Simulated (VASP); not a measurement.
Runs of VASP 6.6.1 on Sc. The structure is that of space group Pm-3m (No. 221), or close to it. The cells are those of the table. 

```tsv
cell	k mesh	gap on the mesh (eV)	pressure (GPa)
a = 2.879 Å, 1 atom	12 × 12 × 12	none	1.6
a = 2.918 Å, 1 atom	12 × 12 × 12	none	(b)
a = 2.918 Å, 1 atom	18 × 18 × 18	none	-0.1
a = 2.796 Å, 1 atom	12 × 12 × 12	none	5.7
a = 2.994 Å, 1 atom	12 × 12 × 12	none	(a)
```

Alike in all rows: task single point; level PBEsol; potentials or basis VASP PAW PBE potentials, release 64 (Sc_sv); no spin polarisation; cutoff (eV) 500; smearing fermi-dirac 0.1 eV.

Question: Fill in the values left out.

Answer: (a) -2.6; (b) 0.0.

Caveats: the PAW data sets were made with another functional, which shifts forces and pressure a little.

A gap of «none» marks levels without a gap at the run's occupations.
